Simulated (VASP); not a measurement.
# Mo3H in VASP: a series of runs

Mo3H is run at these levels: r2SCAN; tasks: single point.

All numbers are computed with VASP 6.6.1; they aren't measurements. Logs are shortened: lines on timing, memory, paths and dates and some standing lists are left out, and cuts for length are marked.

## Step 1: The cell of the first run

The cell holds a slab with vacuum, 4 atoms: a = 2.728 Å, b = 2.728 Å, c = 19.793 Å, α = 90.00°, β = 90.00°, γ = 109.47°.

## Step 2: Single point, r2SCAN

File POSCAR:

```
Mo3H
1.0
    2.7283492377      0.0000000000      0.0000000000
   -0.9094497459      2.5723123299      0.0000000000
    0.0000000000      0.0000000000     19.7934267932
Mo H
3 1
Direct
    0.5000000000      0.5000000000      0.2020872910
    0.0000000000      0.0000000000      0.3105456183
    0.5000000000      0.5000000000      0.4189990384
    0.6666666667      1.1666666667      0.4864566023
```

File INCAR.step1:

```
SYSTEM = Mo3H
PREC = Accurate
ENCUT = 520
ISMEAR = 0
SIGMA = 0.1
LREAL = .FALSE.
LASPH = .TRUE.
NELM = 100
LDIPOL = .TRUE.
IDIPOL = 3
DIPOL = 0.5 0.5 0.355
NBANDS = 30
GGA = PE
ALGO = Normal
EDIFF = 1E-4
LWAVE = .TRUE.
LCHARG = .FALSE.
```

File INCAR.step2:

```
SYSTEM = Mo3H
PREC = Accurate
ENCUT = 520
EDIFF = 1E-7
ISMEAR = 0
SIGMA = 0.1
LREAL = .FALSE.
LASPH = .TRUE.
NELM = 100
ALGO = Normal
ISIF = 2
LWAVE = .FALSE.
LCHARG = .FALSE.
LDIPOL = .TRUE.
IDIPOL = 3
DIPOL = 0.5 0.5 0.355
METAGGA = R2SCAN
LMIXTAU = .TRUE.
NBANDS = 30
ISTART = 1
```

File KPOINTS:

```
Automatic mesh
0
G
  10 10 1
  0 0 0
```

Potentials or basis: VASP PAW PBE potentials, release 64 (Mo_sv, H).

On the command line:

```bash
cat potpaw_PBE.64/Mo_sv/POTCAR potpaw_PBE.64/H/POTCAR > POTCAR
cp INCAR.step1 INCAR
mpirun -np 1 vasp_std > vasp.out
cp INCAR.step2 INCAR
mpirun -np 1 vasp_std > vasp.out
```

OUTCAR:

```text
SYSTEM = Mo3H
   PREC = Accurate
   ENCUT = 520
   EDIFF = 1E-7
   ISMEAR = 0
   LREAL = .FALSE.
   LASPH = .TRUE.
   NELM = 100
   ISIF = 2
   METAGGA = R2SCAN
   ISTART = 1

 ion  position               nearest neighbor table
   1  0.500  0.500  0.202-   2 2.66   2 2.66   2 3.09   2 3.09
   2  0.000  0.000  0.311-   3 2.66   3 2.66   1 2.66   1 2.66   3 3.09   3 3.09   1 3.09   1 3.09

   3  0.500  0.500  0.419-   4 1.76   4 2.18   2 2.66   2 2.66   2 3.09   2 3.09
   4  0.667  0.167  0.486-   3 1.76   3 2.18

  LATTYP: Found a base centered orthorhombic cell.
 ALAT       =     3.1504263337
 B/A-ratio  =     1.4142135624
 C/A-ratio  =     6.2827772171

  Lattice vectors:

 A1 = (   2.7283492377,   0.0000000000,   0.0000000000)
 A2 = (  -0.9094497459,   2.5723123299,   0.0000000000)
 A3 = (   0.0000000000,   0.0000000000,  19.7934267932)

Analysis of symmetry for initial positions (statically):
=====================================================================
 Subroutine PRICEL returns:
 Original cell was already a primitive cell.

 Routine SETGRP: Setting up the symmetry group for a
 base centered orthorhombic supercell.

 Subroutine GETGRP returns: Found  1 space group operations
 (whereof  1 operations were pure point group operations)
 out of a pool of  8 trial point group operations.

The static configuration has the point symmetry C_1 .

Analysis of symmetry for dynamics (positions and initial velocities):
=====================================================================
 Subroutine PRICEL returns:
 Original cell was already a primitive cell.

 Routine SETGRP: Setting up the symmetry group for a
 base centered orthorhombic supercell.

 Subroutine GETGRP returns: Found  1 space group operations
 (whereof  1 operations were pure point group operations)
 out of a pool of  8 trial point group operations.

The dynamic configuration has the point symmetry C_1 .

 Subroutine INISYM returns: Found  1 space group operations
 (whereof  1 operations are pure point group operations),
 and found     1 'primitive' translations

----------------------------------------------------------------------------------------

                                     Primitive cell

  volume of cell :     138.9136

  direct lattice vectors                    reciprocal lattice vectors
     2.728349238  0.000000000  0.000000000     0.366521993  0.129585093  0.000000000
    -0.909449746  2.572312330  0.000000000     0.000000000  0.388755280  0.000000000
     0.000000000  0.000000000 19.793426793     0.000000000  0.000000000  0.050521823

  length of vectors
     2.728349238  2.728349238 19.793426793     0.388755280  0.388755280  0.050521823

  position of ions in fractional coordinates (direct lattice)
     0.500000000  0.500000000  0.202087291
     0.000000000  0.000000000  0.310545618
     0.500000000  0.500000000  0.418999038
     0.666666667  0.166666667  0.486456602

  ion indices of the primitive-cell ions
   primitive index   ion index
                 1           1
                 2           2
                 3           3
                 4           4

----------------------------------------------------------------------------------------

 KPOINTS: Automatic mesh

Automatic generation of k-mesh.
 Grid dimensions read from file:
 generate k-points for:   10   10    1

 Generating k-lattice:

  Cartesian coordinates                     Fractional coordinates (reciprocal lattice)
     0.036652199  0.012958509  0.000000000     0.100000000 -0.000000000  0.000000000
     0.000000000  0.038875528  0.000000000     0.000000000  0.100000000  0.000000000
     0.000000000  0.000000000  0.050521823     0.000000000  0.000000000  1.000000000

  Length of vectors
     0.038875528  0.038875528  0.050521823

  Shift w.r.t. Gamma in fractional coordinates (k-lattice)
     0.000000000  0.000000000  0.000000000

 Subroutine IBZKPT returns following result:
 ===========================================

 Found     52 irreducible k-points:

 Following reciprocal coordinates:
            Coordinates               Weight
  0.000000  0.000000  0.000000      1.000000
  0.100000  0.000000  0.000000      2.000000
  0.000000  0.100000  0.000000      2.000000
  0.200000  0.000000  0.000000      2.000000
  0.000000  0.200000  0.000000      2.000000
  0.300000  0.000000  0.000000      2.000000
[... 16 lines left out ...]
 -0.300000  0.100000  0.000000      2.000000
  0.100000 -0.300000  0.000000      2.000000
 [... further k-points ...]
   k-points           NKPTS =     52   k-points in BZ     NKDIM =     52   number of bands    NBANDS=     30
   number of dos      NEDOS =    301   number of ions     NIONS =      4
   total plane-waves  NPLWV =  60000
   dimension x,y,z NGX =    20 NGY =   20 NGZ =  150
   dimension x,y,z NGXF=    40 NGYF=   40 NGZF=  300
   ions per type =               3   1
   NGX,Y,Z   is equivalent  to a cutoff of  12.19, 12.19, 12.60 a.u.
   NGXF,Y,Z  is equivalent  to a cutoff of  24.37, 24.37, 25.20 a.u.
 SYSTEM =  Mo3H
   PREC   = accura    normal or accurate (medium, high low for compatibility)
   ISTART =      1    job   : 0-new  1-cont  2-samecut
   ICHARG =      0    charge: 1-file 2-atom 10-const
   ISPIN  =      1    spin polarized calculation?
   LNONCOLLINEAR =      F non collinear calculations
   LSORBIT =      F    spin-orbit coupling
   LASPH  =      T    aspherical Exc in radial PAW
   ENCUT  =  520.0 eV  38.22 Ry    6.18 a.u.   5.07  5.07 36.80*2*pi/ulx,y,z
   NELM   =    100;   NELMIN=  2; NELMDL=  0     # of ELM steps
   EDIFF  = 0.1E-06   stopping-criterion for ELM
   LREAL  =      F    real-space projection
   EDIFFG = 0.1E-05   stopping-criterion for IOM
   NSW    =      0    number of steps for IOM
   IBRION =     -1    ionic relax: 0-MD 1-quasi-New 2-CG
   NFREE  =      0    steps in history (QN), initial steepest desc. (CG)
   ISIF   =      2    stress and relaxation
   ISYM   =      2    0-nonsym 1-usesym 2-fastsym
   POTIM  = 0.5000    time-step for ionic-motion
   TEBEG  =    0.0;   TEEND  =   0.0 temperature during run
   PSTRESS=    0.0 pullay stress
   NELECT =      43.0000    total number of electrons
   NUPDOWN=      -1.0000    fix difference up-down
   EMIN   =  10.00;   EMAX   =-10.00  energy-range for DOS
   EFERMI =   0.00;   METHOD = LEGACY
   ISMEAR =     0;   SIGMA  =   0.10  broadening in eV -4-tet -1-fermi 0-gaus
   EFERMI_NEDOS =   21; number of points for ismear=-14 and -15
   IALGO  =     38    algorithm
   IMIX   =      4    mixing-type and parameters
     AMIX     =   0.40;   BMIX     =  1.00
     AMIX_MAG =   1.60;   BMIX_MAG =  1.00
  volume/ion in A,a.u.               =      34.73       234.36
  Fermi-wavevector in a.u.,A,eV,Ry     =   1.107430  2.092738 16.686187  1.226400
  Thomas-Fermi vector in A             =   2.243944
   LORBIT       =      0    0 simple, 1 ext, 2 COOP (PROOUT), +10 PAW based schemes
   METAGGA = R2SCAN    functional components
   LHFCALC =     F    Hartree Fock is set to
   AEXX    =    0.0000 exact exchange contribution
   IVDW    =     0    specifies the selected vdW correction
   LEPSILON=     F    determine dielectric tensor
   LRPA    =     F    only Hartree local field effects (RPA)
 non-spin polarized calculation
 Gauss-broadening in eV      SIGMA  =   0.10
  energy-cutoff  :      520.00
  volume of cell :      138.91
 maximum number of plane-waves:      3790
   NGX = 11   NGY = 11   NGZ = 73

 number of electron      42.9999992 magnetization

 dipolmoment           0.000000      0.000000      0.026088 electrons x Angstroem

 Free energy of the ion-electron system (eV)
  ---------------------------------------------------
  ext. energy  EPLUGINS =         0.00000000
  ---------------------------------------------------
  free energy    TOTEN  =       -79.53171930 eV

  energy without entropy =      -79.51859547  energy(sigma->0) =      -79.52515739

 E-fermi :   1.1664     XC(G=0):  -5.9802

 val. band max:        1.1628665445   @ k =  -0.4000   0.3000   0.0000
 cond. band min:       1.1715344017   @ k =   0.2000   0.5000   0.0000
 fundamental gap:      0.0086678572
 Fermi energy:         1.1663869316

 k-point     1 :       0.0000    0.0000    0.0000
  band No.  band energies     occupation
      1     -61.9995      2.00000
      2     -61.7716      2.00000
      3     -61.6789      2.00000
      4     -35.8717      2.00000
      5     -35.2117      2.00000
      6     -34.9465      2.00000
[... 22 lines left out ...]
     29       3.3167      0.00000
     30       3.6443      0.00000

 k-point     2 :       0.1000    0.0000    0.0000
  band No.  band energies     occupation
      1     -61.9801      2.00000
      2     -61.7582      2.00000
      3     -61.6701      2.00000
      4     -35.8395      2.00000
      5     -35.2674      2.00000
      6     -34.9360      2.00000
[... 22 lines left out ...]
     29       3.5762      0.00000
     30       3.9260      0.00000

 k-point     3 :       0.0000    0.1000    0.0000
  band No.  band energies     occupation
      1     -61.9800      2.00000
      2     -61.7581      2.00000
      3     -61.6701      2.00000
      4     -35.8393      2.00000
      5     -35.2682      2.00000
      6     -34.9381      2.00000
[... 22 lines left out ...]
     29       3.5905      0.00000
     30       3.9419      0.00000

 k-point     4 :       0.2000    0.0000    0.0000
  band No.  band energies     occupation
      1     -61.9277      2.00000
      2     -61.7234      2.00000
      3     -61.6477      2.00000
      4     -35.7597      2.00000
      5     -35.4366      2.00000
      6     -34.9922      2.00000
[... 616 lines left out ...]
     29       5.0308      0.00000
     30       5.7221      0.00000

 k-point    23 :      -0.3000    0.1000    0.0000
  band No.  band energies     occupation
      1     -61.8692      2.00000
      2     -61.6744      2.00000
      3     -61.6045      2.00000
      4     -35.7040      2.00000
      5     -35.5858      2.00000
      6     -35.2153      2.00000
[... 22 lines left out ...]
     29       4.1564      0.00000
     30       4.7932      0.00000

 k-point    24 :       0.1000   -0.3000    0.0000
  band No.  band energies     occupation
      1     -61.8691      2.00000
      2     -61.6741      2.00000
      3     -61.6045      2.00000
      4     -35.7054      2.00000
      5     -35.5931      2.00000
      6     -35.2449      2.00000
[... 22 lines left out ...]
     29       4.1747      0.00000
     30       4.9461      0.00000

 [... further k-points ...]

------------------------ aborting loop because EDIFF is reached ----------------------------------------

 vacuum level on the upper side and lower side of the slab       (xc-potential included)         0.319        -0.336

  FORCE on cell =-STRESS in cart. coord.  units (eV):
  Direction    XX          YY          ZZ          XY          YZ          ZX
  --------------------------------------------------------------------------------------
  -------------------------------------------------------------------------------------
  Total       -1.0596180     -2.2211389      1.0027714     -0.4943457     -1.2551268      1.3514718
  in kB      -12.2212396    -25.6177890     11.5655919     -5.7015997    -14.4761656     15.5873732
  external PRESSURE =      -8.7578123 kB  Pullay stress =       0.0000000 kB

 VOLUME and BASIS-vectors are now :
 -----------------------------------------------------------------------------
  energy-cutoff  :      520.00
  volume of cell :      138.91
      direct lattice vectors                 reciprocal lattice vectors
     2.728349238  0.000000000  0.000000000     0.366521993  0.129585093  0.000000000
    -0.909449746  2.572312330  0.000000000     0.000000000  0.388755280  0.000000000
     0.000000000  0.000000000 19.793426793     0.000000000  0.000000000  0.050521823

 POSITION                                       TOTAL-FORCE (eV/Angst)
 -----------------------------------------------------------------------------------
      0.90945      1.28616      4.00000         0.005095     -0.029519      0.028889
      0.00000      0.00000      6.14676        -0.280758      0.178598     -0.520338
      0.90945      1.28616      8.29343        -0.301272      0.598752      0.471847
      1.66732      0.42872      9.62864         0.576935     -0.747830      0.019603
 -----------------------------------------------------------------------------------
    total drift:                                0.000041      0.000064      0.000842

  FREE ENERGIE OF THE ION-ELECTRON SYSTEM (eV)
  ---------------------------------------------------
  free  energy   TOTEN  =       -79.5317193050 eV

  energy  without entropy=      -79.5185954668  energy(sigma->0) =      -79.52515739

 vacuum level on the upper side and lower side of the slab         6.344         5.665
```

It took 25 min on 1 thread of Intel Xeon 8259CL, shared host; peak memory 0.36 GiB.

What came out:

```
Free energy            : -79.5317 eV
Largest force          : 0.945 eV/Å
Band gap on the k mesh : zero (an odd number of electrons rules out a gap without spin polarisation)
```

Forces on the atoms (eV/Å):
```
Mo   0.005 -0.030  0.029
Mo  -0.281  0.179 -0.520
Mo  -0.301  0.599  0.472
H    0.577 -0.748  0.020
```

Caveat: the PAW data sets were made with another functional, which shifts forces and pressure a little.

## Step 3: Single point, r2SCAN

Edit POSCAR of step 2 so:

```diff
@@ -11,2 +11,2 @@
     0.5000000000      0.5000000000      0.4189990384
-    0.6666666667      1.1666666667      0.4864566023
+    0.8333333333      1.0000000000      0.4771970066
```

File INCAR.step1:

```
SYSTEM = Mo3H
ALGO     = Normal         ! electronic algorithm
DIPOL    = 0.5 0.5 0.352
EDIFF    = 1E-4           ! SCF threshold, eV
ENCUT    = 520            ! plane-wave cutoff, eV
GGA      = PE             ! functional
IDIPOL   = 3            
ISMEAR   = 0              ! smearing method
LASPH    = .True.         ! aspherical terms in the spheres
LCHARG   = .False.        ! write CHGCAR
LDIPOL   = .True.       
LREAL    = .False.        ! projectors in reciprocal space
LWAVE    = .True.         ! write WAVECAR
NBANDS   = 30             ! bands
NELM     = 100            ! most SCF steps
PREC     = Accurate       ! precision mode
SIGMA    = 0.1            ! smearing width, eV
```

File INCAR.step2:

```
SYSTEM = Mo3H
ALGO     = Normal         ! electronic algorithm
DIPOL    = 0.5 0.5 0.352
EDIFF    = 1E-6           ! SCF threshold, eV
ENCUT    = 520            ! plane-wave cutoff, eV
IDIPOL   = 3            
ISIF     = 2              ! what is computed and relaxed
ISMEAR   = 0              ! smearing method
ISTART   = 1            
LASPH    = .True.         ! aspherical terms in the spheres
LCHARG   = .False.        ! write CHGCAR
LDIPOL   = .True.       
LMIXTAU  = .True.       
LREAL    = .False.        ! projectors in reciprocal space
LWAVE    = .False.        ! write WAVECAR
METAGGA  = R2SCAN         ! meta-GGA
NBANDS   = 30             ! bands
NELM     = 100            ! most SCF steps
PREC     = Accurate       ! precision mode
SIGMA    = 0.1            ! smearing width, eV
```

File KPOINTS:

```
k-points
0
Gamma
  10 10 1
  0 0 0
```

Potentials or basis: VASP PAW PBE potentials, release 64 (Mo_sv, H).

On the command line:

```bash
cat potpaw_PBE.64/Mo_sv/POTCAR potpaw_PBE.64/H/POTCAR > POTCAR
cp INCAR.step1 INCAR
mpirun -np 1 vasp_std > vasp.out
cp INCAR.step2 INCAR
mpirun -np 1 vasp_std > vasp.out
```

Wall time 26 min (1 thread of Intel Xeon 8259CL, shared host); peak memory 0.37 GiB.

It converged, with:

| Item | Value |
| --- | --- |
| Free energy | -79.5494 eV |
| Largest force | 1.249 eV/Å |
| Band gap on the k mesh | zero (an odd number of electrons rules out a gap without spin polarisation) |

Forces in eV/Å, atoms in the order of the input:
```
Mo   0.040  0.080  0.071
Mo  -0.167 -0.175 -0.631
Mo   0.222 -1.103  0.540
H   -0.094  1.199  0.020
```

Levels at points of the mesh, in eV from the Fermi level:
```tsv
k point	band 20	band 21	band 22	band 23	band 24	band 25
(0.00, 0.00, 0.00)	-1.35	-1.14	-1.03	0.74	1.27	1.36
(0.50, 0.00, 0.00)	-1.15	0.82	1.37	1.71	1.83	1.95
(0.00, 0.50, 0.00)	-1.21	1.12	1.32	1.67	1.83	1.97
(0.50, 0.50, 0.00)	-0.35	0.48	1.18	1.66	2.71	2.76
```

Caveat: the PAW data sets were made with another functional, which shifts forces and pressure a little.

## Step 4: Single point, r2SCAN

Edit POSCAR of step 3 so:

```diff
@@ -11,2 +11,2 @@
     0.5000000000      0.5000000000      0.4189990384
-    0.8333333333      1.0000000000      0.4771970066
+    0.6666666667      1.0000000000      0.4824809361
```

File INCAR.step1:

```
ALGO = Normal
DIPOL = 0.5 0.5 0.354
EDIFF = 1E-4
ENCUT = 520
GGA = PE
IDIPOL = 3
ISMEAR = 0
LASPH = True
LCHARG = False
LDIPOL = True
LREAL = False
LWAVE = True
NBANDS = 30
NELM = 100
PREC = Accurate
SIGMA = 0.1
```

File INCAR.step2:

```
ALGO = Normal
DIPOL = 0.5 0.5 0.354
EDIFF = 1E-7
ENCUT = 520
IDIPOL = 3
ISIF = 2
ISMEAR = 0
ISTART = 1
LASPH = True
LCHARG = False
LDIPOL = True
LMIXTAU = True
LREAL = False
LWAVE = False
METAGGA = R2SCAN
NBANDS = 30
NELM = 100
PREC = Accurate
SIGMA = 0.1
```

File KPOINTS:

```
k-points
0
Gamma
  10 10 1
```

On the command line:

```bash
cat potpaw_PBE.64/Mo_sv/POTCAR potpaw_PBE.64/H/POTCAR > POTCAR
cp INCAR.step1 INCAR
mpirun -np 1 vasp_std > vasp.out
cp INCAR.step2 INCAR
mpirun -np 1 vasp_std > vasp.out
```

Run time: 24 min. Hardware: 1 thread of Intel Xeon 8259CL, shared host; peak memory 0.37 GiB.

The run converged. Its results:

```
Free energy            : -79.6015 eV
Largest force          : 0.901 eV/Å
Band gap on the k mesh : zero (an odd number of electrons rules out a gap without spin polarisation)
```

Forces on the atoms (eV/Å):
```
Mo   0.025  0.043  0.045
Mo  -0.146 -0.141 -0.538
Mo   0.277 -0.712  0.479
H   -0.156  0.810  0.014
```

Levels at points of the mesh, in eV from the Fermi level:
| k point | band 20 | band 21 | band 22 | band 23 | band 24 | band 25 |
| --- | --- | --- | --- | --- | --- | --- |
| (0.00, 0.00, 0.00) | -1.32 | -1.03 | -0.96 | 0.86 | 1.40 | 1.48 |
| (0.50, 0.00, 0.00) | -0.80 | 0.45 | 1.50 | 1.76 | 1.84 | 1.99 |
| (0.00, 0.50, 0.00) | -1.15 | 1.33 | 1.42 | 1.68 | 1.87 | 2.01 |
| (0.50, 0.50, 0.00) | -0.25 | 0.69 | 1.39 | 1.72 | 2.76 | 2.91 |

Caveat: the PAW data sets were made with another functional, which shifts forces and pressure a little.

## Step 5: Summary

```csv
cell,gap on the mesh (eV),largest force (eV/Å)
"as given, atomic positions A",none,0.94
"as given, atomic positions B",none,1.25
"as given, atomic positions C",none,0.90
```

Alike in all rows: task single point; level r2SCAN; potentials or basis VASP PAW PBE potentials, release 64 (Mo_sv, H); no spin polarisation; k mesh 10 × 10 × 1; cutoff (eV) 520; smearing gaussian 0.1 eV.

Caveats: the PAW data sets were made with another functional, which shifts forces and pressure a little.

Absolute energies hang on the potentials; compare differences alone.

The gap in the log of VASP goes by the Fermi energy; the results here count the filled bands.